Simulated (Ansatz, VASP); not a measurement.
Given: the input of a run of Ansatz 0.2.0 on KCl.

File input.yaml:

```yaml
crystal:
  lattice:
    - [3.7873086124, 0.0, 0.0]
    - [0.0, 3.7873086124, 0.0]
    - [0.0, 0.0, 3.7873086124]
  atoms:
    - { symbol: K, position: [0.0, 0.0, 0.0] }
    - { symbol: Cl, position: [0.5, 0.5, 0.5] }
kpoints:
  mp_grid: { grid: [7, 7, 7] }
scf:
  occupations: { method: fermi_dirac, width: 0.05 }
hamiltonian:
  xc: pbesol
  pseudopotentials: { kind: all_electron, lapw: { basis_error: 0.0005 } }
output:
  forces: true
  stress: true
  eigenvalues: true
```

Potentials or basis: all-electron LAPW, scalar-relativistic.

Launch:

```sh
$ ansatz run input.yaml --threads 1 --pin off --max-ram 3072MiB --backend cpu --events-out ev --progress --plain --runs-dir out
```

Task: Translate it to VASP 6.6.1. Potentials there: VASP PAW PBE potentials, release 64 (K_sv, Cl).

Result: As run (the cutoff follows the program's own potentials):

The input INCAR:

```
SYSTEM = KCl
  ALGO = Normal
  EDIFF = 1E-6
  ENCUT = 520
  GGA = PS
  ISIF = 2
  ISMEAR = -1
  LASPH = .True.
  LCHARG = .False.
  LREAL = .False.
  LWAVE = .False.
  NBANDS = 15
  NELM = 80
  PREC = Accurate
  SIGMA = 0.05
```

The input KPOINTS:

```
k-points
0
Gamma
  7 7 7
  0 0 0
```

File POSCAR:

```
KCl
1.0
    3.7873086124      0.0000000000      0.0000000000
    0.0000000000      3.7873086124      0.0000000000
    0.0000000000      0.0000000000      3.7873086124
K Cl
1 1
Direct
    0.0000000000      0.0000000000      0.0000000000
    0.5000000000      0.5000000000      0.5000000000
```

Potentials or basis: VASP PAW PBE potentials, release 64 (K_sv, Cl).

The run is started by

```sh
$ cat potpaw_PBE.64/K_sv/POTCAR potpaw_PBE.64/Cl/POTCAR > POTCAR
$ mpirun -np 1 vasp_std > vasp.out
```

Both were run:

|  | VASP | Ansatz | Ansatz less VASP |
| --- | --- | --- | --- |
| gap on the k mesh at the Fermi level (eV) | 4.81 | 4.81 | +0.004 |
| least direct gap on the mesh (eV) | 5.00 | 5.00 | +0.003 |
| pressure (GPa) | -0.8 | -0.8 | -0.03 |

VASP's potentials were made for PBE, not for PBEsol. Ansatz ran all-electron here, and VASP with PAW potentials.
